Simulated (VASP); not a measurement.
# ZnSe (F-43m) in VASP: further runs, part 2 of 2

VASP 6.6.1. Earlier steps stand in the parts before.

## (3) Single point, r2SCAN, non-collinear spin, zero start, spin-orbit coupling (strain +3.0%)

Input file POSCAR:

```
ZnSe
1.0
    0.0000000000      2.9173933049      2.9173933049
    2.9173933049      0.0000000000      2.9173933049
    2.9173933049      2.9173933049      0.0000000000
Zn Se
1 1
Direct
    0.0000000000      0.0000000000      0.0000000000
    0.2500000000      0.2500000000      0.2500000000
```

Input file INCAR.step1:

```
SYSTEM = ZnSe
PREC = Accurate ; ENCUT = 520
ISMEAR = -1 ; SIGMA = 0.02
LREAL = .False. ; LASPH = .True.
NELM = 150 ; LNONCOLLINEAR = .True.
MAGMOM = 0 0 0 0 0 0 ; LSORBIT = .True.
GGA_COMPAT = .False. ; NBANDS = 30
GGA = PE ; ALGO = Normal
EDIFF = 1E-4 ; LWAVE = .True.
LCHARG = .False.
```

Input file INCAR.step2:

```
SYSTEM = ZnSe
PREC = Accurate ; ENCUT = 520
EDIFF = 1E-6 ; ISMEAR = -1
SIGMA = 0.02 ; LREAL = .False.
LASPH = .True. ; NELM = 150
ALGO = Normal ; ISIF = 2
LWAVE = .False. ; LCHARG = .True.
LNONCOLLINEAR = .True. ; MAGMOM = 0 0 0 0 0 0
LORBIT = 11 ; LSORBIT = .True.
GGA_COMPAT = .False. ; LORBMOM = .True.
METAGGA = R2SCAN ; LMIXTAU = .True.
LVHAR = .True. ; NBANDS = 30
ISTART = 1
```

Input file KPOINTS:

```
regular mesh
0
Gamma
  8 8 8
  0 0 0
```

Potentials or basis: VASP PAW PBE potentials, release 64 (Zn, Se).

Command:

```console
> cat potpaw_PBE.64/Zn/POTCAR potpaw_PBE.64/Se/POTCAR > POTCAR
> cp INCAR.step1 INCAR
> mpirun -np 1 vasp_ncl > vasp.out
> cp INCAR.step2 INCAR
> mpirun -np 1 vasp_ncl > vasp.out
```

OUTCAR:

```text
SYSTEM = ZnSe
   PREC = Accurate
   ENCUT = 520
   EDIFF = 1E-6
   ISMEAR = -1
   LREAL = .False.
   LASPH = .True.
   NELM = 150
   ISIF = 2
   LNONCOLLINEAR = .True.
   LORBIT = 11
   LSORBIT = .True.
   METAGGA = R2SCAN
   ISTART = 1

 ion  position               nearest neighbor table
   1  0.000  0.000  0.000-   2 2.53   2 2.53   2 2.53   2 2.53
   2  0.250  0.250  0.250-   1 2.53   1 2.53   1 2.53   1 2.53

  LATTYP: Found a face centered cubic cell.
 ALAT       =     5.8347866098

  Lattice vectors:

 A1 = (   0.0000000000,   2.9173933049,   2.9173933049)
 A2 = (   2.9173933049,   0.0000000000,   2.9173933049)
 A3 = (   2.9173933049,   2.9173933049,   0.0000000000)

Analysis of symmetry for initial positions (statically):
=====================================================================
 Subroutine PRICEL returns:
 Original cell was already a primitive cell.

 Routine SETGRP: Setting up the symmetry group for a
 face centered cubic supercell.

 Subroutine GETGRP returns: Found 24 space group operations
 (whereof 24 operations were pure point group operations)
 out of a pool of 48 trial point group operations.

The static configuration has the point symmetry T_d .

Analysis of symmetry for dynamics (positions and initial velocities):
=====================================================================
 Subroutine PRICEL returns:
 Original cell was already a primitive cell.

 Routine SETGRP: Setting up the symmetry group for a
 face centered cubic supercell.

 Subroutine GETGRP returns: Found 24 space group operations
 (whereof 24 operations were pure point group operations)
 out of a pool of 48 trial point group operations.

The dynamic configuration has the point symmetry T_d .

Analysis of structural, dynamic, and magnetic symmetry:
=====================================================================
 Subroutine PRICEL returns:
 Original cell was already a primitive cell.

 Routine SETGRP: Setting up the symmetry group for a
 face centered cubic supercell.

 Subroutine GETGRP returns: Found 24 space group operations
 (whereof 24 operations were pure point group operations)
 out of a pool of 48 trial point group operations.

The overall configuration has the point symmetry T_d .

 Subroutine INISYM returns: Found 24 space group operations
 (whereof 24 operations are pure point group operations),
 and found     1 'primitive' translations

----------------------------------------------------------------------------------------

                                     Primitive cell

  volume of cell :      49.6609

  direct lattice vectors                    reciprocal lattice vectors
     0.000000000  2.917393305  2.917393305    -0.171385874  0.171385874  0.171385874
     2.917393305  0.000000000  2.917393305     0.171385874 -0.171385874  0.171385874
     2.917393305  2.917393305  0.000000000     0.171385874  0.171385874 -0.171385874

  length of vectors
     4.125817179  4.125817179  4.125817179     0.296849041  0.296849041  0.296849041

  position of ions in fractional coordinates (direct lattice)
     0.000000000  0.000000000  0.000000000
     0.250000000  0.250000000  0.250000000

[... 929 lines left out ...]
  --------------------------------------------------------------------------------------
  -------------------------------------------------------------------------------------
  Total       -1.4342208     -1.4342208     -1.4342208     -0.0000000     -0.0000000      0.0000000
  in kB      -46.2712966    -46.2712966    -46.2712966     -0.0000000     -0.0000000      0.0000000
  external PRESSURE =     -46.2712966 kB  Pullay stress =       0.0000000 kB

 VOLUME and BASIS-vectors are now :
 -----------------------------------------------------------------------------
  energy-cutoff  :      520.00
  volume of cell :       49.66
      direct lattice vectors                 reciprocal lattice vectors
     0.000000000  2.917393305  2.917393305    -0.171385874  0.171385874  0.171385874
     2.917393305  0.000000000  2.917393305     0.171385874 -0.171385874  0.171385874
     2.917393305  2.917393305  0.000000000     0.171385874  0.171385874 -0.171385874

 POSITION                                       TOTAL-FORCE (eV/Angst)
 -----------------------------------------------------------------------------------
      0.00000      0.00000      0.00000         0.000000      0.000000      0.000000
      1.45870      1.45870      1.45870        -0.000000     -0.000000     -0.000000
 -----------------------------------------------------------------------------------
    total drift:                               -0.000000     -0.000000     -0.000000

  FREE ENERGIE OF THE ION-ELECTRON SYSTEM (eV)
  ---------------------------------------------------
  free  energy   TOTEN  =       -24.8638610385 eV

  energy  without entropy=      -24.8638610385  energy(sigma->0) =      -24.86386104

 orbital moment (x)

 # of ion     p       d       tot
 ----------------------------------------
  1        -0.000  -0.000  -0.000
  2         0.000   0.000   0.000
 ----------------------------------------
           -0.000  -0.000  -0.000

 orbital moment (y)

 # of ion     p       d       tot
 ----------------------------------------
  1        -0.000  -0.000  -0.000
  2        -0.000  -0.000  -0.000
 ----------------------------------------
           -0.000  -0.000  -0.000

 orbital moment (z)

 # of ion     p       d       tot
 ----------------------------------------
  1         0.000  -0.000  -0.000
  2         0.000  -0.000  -0.000
 ----------------------------------------
            0.000  -0.000  -0.000

 Spin-Orbit-Coupling matrix elements

 Ion:    1  E_soc:     -0.0078489
 l=   1
     0.0000000    -0.0003916    -0.0003916
    -0.0003916     0.0000000    -0.0003916
    -0.0003916    -0.0003916     0.0000000
 l=   2
     0.0000000    -0.0001851     0.0000000    -0.0001851    -0.0007314
    -0.0001851     0.0000000    -0.0005485    -0.0001851    -0.0001828
     0.0000000    -0.0005485     0.0000000    -0.0005485     0.0000000
    -0.0001851    -0.0001851    -0.0005485     0.0000000    -0.0001828
    -0.0007314    -0.0001828     0.0000000    -0.0001828     0.0000000
 l=   3
     0.0000000     0.0000000     0.0000000     0.0000000     0.0000000     0.0000000     0.0000000
     0.0000000     0.0000000     0.0000000     0.0000000     0.0000000     0.0000000     0.0000000
     0.0000000     0.0000000     0.0000000     0.0000000     0.0000000     0.0000000     0.0000000
     0.0000000     0.0000000     0.0000000     0.0000000     0.0000000     0.0000000     0.0000000
     0.0000000     0.0000000     0.0000000     0.0000000     0.0000000     0.0000000     0.0000000
     0.0000000     0.0000000     0.0000000     0.0000000     0.0000000     0.0000000     0.0000000
     0.0000000     0.0000000     0.0000000     0.0000000     0.0000000     0.0000000     0.0000000

 Ion:    2  E_soc:     -0.0355165
 l=   1
     0.0000000    -0.0059130    -0.0059130
    -0.0059130     0.0000000    -0.0059130
    -0.0059130    -0.0059130     0.0000000
 l=   2
     0.0000000    -0.0000033     0.0000000    -0.0000033    -0.0000031
    -0.0000033     0.0000000    -0.0000024    -0.0000033    -0.0000008
     0.0000000    -0.0000024     0.0000000    -0.0000024     0.0000000
    -0.0000033    -0.0000033    -0.0000024     0.0000000    -0.0000008
    -0.0000031    -0.0000008     0.0000000    -0.0000008     0.0000000
 l=   3
     0.0000000     0.0000000     0.0000000     0.0000000     0.0000000     0.0000000     0.0000000
     0.0000000     0.0000000     0.0000000     0.0000000     0.0000000     0.0000000     0.0000000
     0.0000000     0.0000000     0.0000000     0.0000000     0.0000000     0.0000000     0.0000000
     0.0000000     0.0000000     0.0000000     0.0000000     0.0000000     0.0000000     0.0000000
     0.0000000     0.0000000     0.0000000     0.0000000     0.0000000     0.0000000     0.0000000
     0.0000000     0.0000000     0.0000000     0.0000000     0.0000000     0.0000000     0.0000000
     0.0000000     0.0000000     0.0000000     0.0000000     0.0000000     0.0000000     0.0000000

 total charge

# of ion       s       p       d       tot
------------------------------------------
    1        0.491   0.379   9.797  10.668
    2        1.434   2.435   0.023   3.892
--------------------------------------------------
tot          1.926   2.814   9.820  14.560

 magnetization (x)

# of ion       s       p       d       tot
------------------------------------------
    1        0.000   0.000  -0.000  -0.000
    2        0.000   0.000  -0.000   0.000
--------------------------------------------------
tot          0.000   0.000  -0.000   0.000

 magnetization (y)

# of ion       s       p       d       tot
------------------------------------------
    1        0.000   0.000   0.000   0.000
    2       -0.000   0.000  -0.000  -0.000
--------------------------------------------------
tot         -0.000   0.000  -0.000  -0.000

 magnetization (z)

# of ion       s       p       d       tot
------------------------------------------
    1        0.000  -0.000  -0.000  -0.000
    2        0.000   0.000  -0.000   0.000
--------------------------------------------------
tot          0.000  -0.000  -0.000  -0.000
```

It took 4.6 min on 1 thread of Intel Xeon 6975P-C (Granite Rapids), shared host; peak memory 0.41 GiB.

Results:

```yaml
Free_energy: -24.8639 eV
Pressure: -4.6 GPa
Net_moment: 0.00 μB per cell
Valence_electrons_inside_the_program's_atomic_spheres: Zn 10.67; Se 3.89
```

Moments on the atoms (μB; x, y, z):
```
Zn  0.00 0.00 0.00
Se  0.00 0.00 0.00
```

Caveat: the cell differs from its parent crystal (strain +3.0%); the cell stands under tension; the PAW data sets were made with another functional, which shifts forces and pressure a little.
